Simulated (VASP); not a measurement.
# SbBr (Pm-3m) in VASP: a series of runs, part 2 of 2

VASP 6.6.1.

## 4. Relaxation of cell and atoms, PBE

This run uses another cell than the first one, of 36.26 Å³/atom, 1.355 times its volume.

The input, INCAR:

```
  PREC = Accurate
  ENCUT = 600
  EDIFF = 1E-7
  ISMEAR = 0
  SIGMA = 0.1
  LREAL = False
  LASPH = True
  NELM = 80
  ALGO = Normal
  ISIF = 3
  LWAVE = False
  LCHARG = False
  GGA = PE
  IBRION = 2
  NSW = 90
  EDIFFG = -0.04
```

The input, KPOINTS:

```
Automatic mesh
0
Gamma
  4 4 4
```

The input, POSCAR:

```
SbBr
1.0
    4.1703108300      0.0000000000      0.0000000000
    0.0000000000      4.1703108300      0.0000000000
    0.0000000000      0.0000000000      4.1703108300
Sb Br
1 1
Direct
    0.0000000000      0.0000000000      0.0000000000
    0.5000000000      0.5000000000      0.5000000000
```

Potentials or basis: VASP PAW PBE potentials, release 64 (Sb, Br).

Run with:

```sh
$ cat potpaw_PBE.64/Sb/POTCAR potpaw_PBE.64/Br/POTCAR > POTCAR
$ mpirun -np 1 vasp_std > vasp.out
```

OUTCAR:

```text
PREC = Accurate
   ENCUT = 600
   EDIFF = 1E-7
   ISMEAR = 0
   LREAL = False
   LASPH = True
   NELM = 80
   ISIF = 3
   GGA = PE
   IBRION = 2
   NSW = 90
   EDIFFG = -0.04

 ion  position               nearest neighbor table
   1  0.000  0.000  0.000-
   2  0.500  0.500  0.500-

  LATTYP: Found a simple cubic cell.
 ALAT       =     4.1703108300

  Lattice vectors:

 A1 = (   4.1703108300,   0.0000000000,   0.0000000000)
 A2 = (   0.0000000000,   4.1703108300,   0.0000000000)
 A3 = (   0.0000000000,   0.0000000000,   4.1703108300)

Analysis of symmetry for initial positions (statically):
=====================================================================
 Subroutine PRICEL returns:
 Original cell was already a primitive cell.

 Routine SETGRP: Setting up the symmetry group for a
 simple cubic supercell.

 Subroutine GETGRP returns: Found 48 space group operations
 (whereof 48 operations were pure point group operations)
 out of a pool of 48 trial point group operations.

The static configuration has the point symmetry O_h .

[... 152 lines left out ...]
  Direction    XX          YY          ZZ          XY          YZ          ZX
  --------------------------------------------------------------------------------------
  -------------------------------------------------------------------------------------
  Total       -2.9388859     -2.9388859     -2.9388859      0.0000000      0.0000000     -0.0000000
  in kB      -64.9214225    -64.9214225    -64.9214225      0.0000000      0.0000000     -0.0000000
  external PRESSURE =     -64.9214225 kB  Pullay stress =       0.0000000 kB
[... 23 lines left out ...]
--------------------------------------- Ionic step        2  -------------------------------------------

 number of electron      12.0000002 magnetization

 E-fermi :   5.0627     XC(G=0):  -9.4200

 val. band max:        4.9030639822   @ k =   0.5000   0.2500   0.0000
 cond. band min:       5.0973294018   @ k =   0.5000   0.2500   0.2500
 fundamental gap:      0.1942654196
 Fermi energy:         5.0626772204

 k-point     1 :       0.0000    0.0000    0.0000
  band No.  band energies     occupation
      1     -10.8414      2.00000
      2      -4.0137      2.00000
      3       1.5772      2.00000
      4       1.5772      2.00000
      5       1.5772      2.00000
      6       7.4333      0.00000
      7       7.4333      0.00000
      8       7.4333      0.00000
      9       8.9986      0.00000
     10       8.9986      0.00000
[... 186 lines left out ...]
--------------------------------------- Ionic step        4  -------------------------------------------

 number of electron      12.0000000 magnetization

 Free energy of the ion-electron system (eV)
  ---------------------------------------------------
  ext. energy  EPLUGINS =         0.00000000
  ---------------------------------------------------
  free energy    TOTEN  =        -5.22628896 eV

  energy without entropy =       -5.21578357  energy(sigma->0) =       -5.22103627

 E-fermi :   6.1006     XC(G=0):  -9.8021

 val. band max:        5.9344273842   @ k =   0.5000   0.2500   0.0000
 cond. band min:       6.1294271120   @ k =   0.5000   0.2500   0.2500
 fundamental gap:      0.1949997278
 Fermi energy:         6.1005530173

 k-point     1 :       0.0000    0.0000    0.0000
  band No.  band energies     occupation
      1     -10.3409      2.00000
      2      -3.0614      2.00000
      3       2.2434      2.00000
      4       2.2434      2.00000
      5       2.2434      2.00000
      6       8.7932      0.00000
      7       8.7932      0.00000
      8       8.7932      0.00000
      9       9.6995      0.00000
     10       9.6995      0.00000
[... 144 lines left out ...]
  FREE ENERGIE OF THE ION-ELECTRON SYSTEM (eV)
  ---------------------------------------------------
  free  energy   TOTEN  =        -5.2262889579 eV

  energy  without entropy=       -5.2157835726  energy(sigma->0) =       -5.22103627

 reached required accuracy - stopping structural energy minimisation
```

OSZICAR:

```text
N       E                     dE             d eps       ncg     rms          rms(c)
DAV:   1     0.586458760518E+02    0.58646E+02   -0.47707E+03   200   0.105E+03
DAV:   2    -0.957243302446E+00   -0.59603E+02   -0.58472E+02   324   0.152E+02
DAV:   3    -0.495771630635E+01   -0.40005E+01   -0.39560E+01   242   0.462E+01
[... 38 lines left out ...]
DAV:   3    -0.522635134014E+01    0.30714E-03   -0.78089E-04   200   0.186E-01    0.110E-01
DAV:   4    -0.522629134645E+01    0.59994E-04   -0.13408E-04   200   0.667E-02    0.410E-02
DAV:   5    -0.522628926263E+01    0.20838E-05   -0.15865E-05   210   0.283E-02    0.192E-02
DAV:   6    -0.522628901732E+01    0.24531E-06   -0.91018E-07   202   0.711E-03    0.257E-03
DAV:   7    -0.522628895789E+01    0.59427E-07   -0.22778E-08   106   0.132E-03
   4 F= -.52262890E+01 E0= -.52210363E+01  d E =-.528768E+00
```

CONTCAR:

```text
SbBr
   1.00000000000000
     3.7658672995263336    0.0000000000000000   -0.0000000000000000
     0.0000000000000000    3.7658672995263336    0.0000000000000000
     0.0000000000000000    0.0000000000000000    3.7658672995263336
  Sb              Br
     1     1
Direct
     0.0000000000000000    0.0000000000000000    0.0000000000000000
     0.5000000000000000    0.5000000000000000    0.5000000000000000

  0.00000000E+00  0.00000000E+00  0.00000000E+00
  0.00000000E+00  0.00000000E+00  0.00000000E+00
```

It took 23 s on 1 thread of AMD EPYC 9R14 (Zen 4), shared host; peak memory 0.18 GiB.

What came out:

| Item | Value |
| --- | --- |
| Free energy | -5.2263 eV |
| Relaxed volume | 26.70 Å³/atom |
| Relaxed cell | a = 3.766 Å, b = 3.766 Å, c = 3.766 Å, α = 90.00°, β = 90.00°, γ = 90.00° |
| Space group after relaxing (to 0.05 Å) | Pm-3m (No. 221) |
| Energy gained by relaxing | 264.4 meV/atom |
| Ionic steps | 4 |
| Pressure after relaxing | 0.0 GPa |
| Band gap on the k mesh | zero (band 6 reaches 8.79 eV, above the bottom of band 7 at 3.68 eV) |

Step by step:
| step | energy change (eV) | largest force (eV/Å) | pressure (GPa) | volume (Å³) |
| --- | --- | --- | --- | --- |
| 1 | 0.0000 | 0.0000 | -6.49 | 72.53 |
| 2 | -0.4780 | 0.0000 | -3.16 | 58.17 |
| 3 | -0.5284 | 0.0000 | -0.31 | 53.82 |
| 4 | -0.5288 | 0.0000 | 0.05 | 53.41 |

Final structure:
```
Sb Br
1.0
     3.76587    0.00000    0.00000
     0.00000    3.76587    0.00000
     0.00000    0.00000    3.76587
Sb Br
1 1
Direct
  0.00000 0.00000 0.00000
  0.50000 0.50000 0.50000
```

Levels at points of the mesh, in eV from the Fermi level:
| k point | band 2 | band 3 | band 4 | band 5 | band 6 | band 7 | band 8 | band 9 | band 10 |
| --- | --- | --- | --- | --- | --- | --- | --- | --- | --- |
| (0.00, 0.00, 0.00) | -9.16 | -3.86 | -3.86 | -3.86 | 2.69 | 2.69 | 2.69 | 3.60 | 3.60 |
| (0.50, 0.00, 0.00) | -10.21 | -3.02 | -3.02 | -2.77 | -2.26 | 0.97 | 0.97 | 5.90 | 6.13 |
| (0.50, 0.50, 0.00) | -8.76 | -6.17 | -6.17 | -2.74 | 1.20 | 1.20 | 2.01 | 4.94 | 6.78 |
| (0.50, 0.50, 0.50) | -7.81 | -4.67 | -4.67 | -4.67 | -2.42 | -2.42 | -2.42 | 10.37 | 10.37 |

Caveat: the k points lie up to 0.42 Å⁻¹ apart in the final cell; the volume moved by over 15 % at a fixed basis, so the end points are rough; spin-orbit coupling is left out, which moves the levels of the heavy elements.

## 5. Single point, PBE

This run uses another cell than the first one, of 27.03 Å³/atom, 1.010 times its volume.

The input, INCAR:

```
ALGO = Normal
EDIFF = 1E-6
ENCUT = 520
GGA = PE
ISIF = 2
ISMEAR = 0
LASPH = T
LCHARG = T
LELF = T
LREAL = F
LVHAR = T
LWAVE = F
NBANDS = 13
NELM = 80
PREC = Accurate
SIGMA = 0.1
```

The input, KPOINTS:

```
k-points
0
Gamma
  14 14 14
```

The input, POSCAR:

```
SbBr
1.0
    3.7813157552      0.0000000000      0.0000000000
    0.0000000000      3.7813157552      0.0000000000
    0.0000000000      0.0000000000      3.7813157552
Sb Br
1 1
Direct
    0.0000000000      0.0000000000      0.0000000000
    0.5000000000      0.5000000000      0.5000000000
```

Run with:

```sh
$ cat potpaw_PBE.64/Sb/POTCAR potpaw_PBE.64/Br/POTCAR > POTCAR
$ mpirun -np 1 vasp_std > vasp.out
```

Wall time 32 s (1 thread of AMD EPYC 9R14 (Zen 4), shared host); peak memory 0.19 GiB.

It converged, with:

```yaml
Free_energy: -5.1895 eV
Pressure: -0.2 GPa
Band_gap_on_the_k_mesh: zero (band 6 reaches 8.59 eV, above the bottom of band 7 at 3.58 eV)
```

Levels at points of the mesh, in eV from the Fermi level:
| k point | band 4 | band 5 | band 6 | band 7 | band 8 | band 9 |
| --- | --- | --- | --- | --- | --- | --- |
| (0.00, 0.00, 0.00) | -3.76 | -3.76 | 2.68 | 2.68 | 2.68 | 3.68 |
| (0.50, 0.00, 0.00) | -2.94 | -2.72 | -2.20 | 1.00 | 1.00 | 5.99 |
| (0.50, 0.50, 0.00) | -6.04 | -2.67 | 1.22 | 1.22 | 2.01 | 4.99 |
| (0.50, 0.50, 0.50) | -4.56 | -4.56 | -2.33 | -2.33 | -2.33 | 10.33 |

Caveat: spin-orbit coupling is left out, which moves the levels of the heavy elements.

## 6. Relaxation of cell and atoms, PBE

The input, INCAR:

```
SYSTEM = SbBr
  ALGO = Normal
  EDIFF = 1E-6
  EDIFFG = -0.01
  ENCUT = 600
  GGA = PE
  IBRION = 2
  ISIF = 3
  ISMEAR = 0
  LASPH = .TRUE.
  LCHARG = .FALSE.
  LREAL = .FALSE.
  LWAVE = .FALSE.
  NELM = 80
  NSW = 100
  PREC = Accurate
  SIGMA = 0.1
```

The input, KPOINTS:

```
k-points
0
G
  14 14 14
  0 0 0
```

The input, POSCAR:

```
SbBr
1.0
    3.7684156670      0.0000000000      0.0000000000
    0.0000000000      3.7684156670      0.0000000000
    0.0000000000      0.0000000000      3.7684156670
Sb Br
1 1
Direct
    0.0000000000      0.0000000000      0.0000000000
    0.5000000000      0.5000000000      0.5000000000
```

Potentials or basis: VASP PAW PBE potentials, release 64 (Sb, Br).

Run with:

```sh
$ cat potpaw_PBE.64/Sb/POTCAR potpaw_PBE.64/Br/POTCAR > POTCAR
$ mpirun -np 1 vasp_std > vasp.out
```

Run time: 63 s. Hardware: 1 thread of Intel Xeon 6975P-C, shared host; peak memory 0.25 GiB.

Results (log left out):

```
Free energy                            : -5.1896 eV
Relaxed volume                         : 26.95 Å³/atom
Relaxed cell                           : a = 3.777 Å, b = 3.777 Å, c = 3.777 Å, α = 90.00°, β = 90.00°, γ = 90.00°
Space group after relaxing (to 0.05 Å) : Pm-3m (No. 221)
Energy gained by relaxing              : 0.2 meV/atom
Ionic steps                            : 2
Pressure after relaxing                : 0.0 GPa
Band gap on the k mesh                 : zero (band 6 reaches 8.64 eV, above the bottom of band 7 at 3.61 eV)
```

Step by step:
```csv
step,energy change (eV),largest force (eV/Å),pressure (GPa),volume (Å³)
1,0.0000,0.0000,0.30,53.52
2,-0.0003,0.0000,-0.02,53.90
```

Final structure:
```yaml
crystal:
  lattice:
    - [3.77745, 0.00000, 0.00000]
    - [0.00000, 3.77745, 0.00000]
    - [0.00000, 0.00000, 3.77745]
  atoms:
    - { symbol: Sb, position: [0.00000, 0.00000, 0.00000] }
    - { symbol: Br, position: [0.50000, 0.50000, 0.50000] }
```

Levels at points of the mesh, in eV from the Fermi level:
| k point | band 4 | band 5 | band 6 | band 7 | band 8 | band 9 |
| --- | --- | --- | --- | --- | --- | --- |
| (0.00, 0.00, 0.00) | -3.78 | -3.78 | 2.69 | 2.69 | 2.69 | 3.67 |
| (0.50, 0.00, 0.00) | -2.95 | -2.72 | -2.21 | 1.00 | 1.00 | 5.98 |
| (0.50, 0.50, 0.00) | -6.07 | -2.67 | 1.22 | 1.22 | 2.02 | 4.98 |
| (0.50, 0.50, 0.50) | -4.58 | -4.58 | -2.35 | -2.35 | -2.35 | 10.35 |

Caveat: spin-orbit coupling is left out, which moves the levels of the heavy elements.

## 7. The runs side by side

| task | cell | k mesh | cutoff (eV) | gap on the mesh (eV) | pressure (GPa) | relaxed volume (Å³/atom) |
| --- | --- | --- | --- | --- | --- | --- |
| single point | a = 3.768 Å, 2 atoms | 4 × 4 × 4 | 520 | none | 0.0 | - |
| single point | a = 4.170 Å, 2 atoms | 4 × 4 × 4 | 520 | none | -6.5 | - |
| relaxation of cell and atoms | relaxed from a = 4.170 Å, 2 atoms | 4 × 4 × 4 | 600 | none | 0.0 | 26.70 |
| single point | a = 3.781 Å, 2 atoms | 14 × 14 × 14 | 520 | none | -0.2 | - |
| relaxation of cell and atoms | relaxed from a = 3.768 Å, 2 atoms | 14 × 14 × 14 | 600 | none | 0.0 | 26.95 |

Alike in all rows: level PBE; potentials or basis VASP PAW PBE potentials, release 64 (Sb, Br); no spin polarisation; smearing gaussian 0.1 eV.

Caveats: some runs use coarse meshes; spin-orbit coupling is left out, which moves the levels of the heavy elements; the volume moved by over 15 % at a fixed basis, so the end points are rough (some runs).

Absolute energies hang on the potentials; compare differences alone.
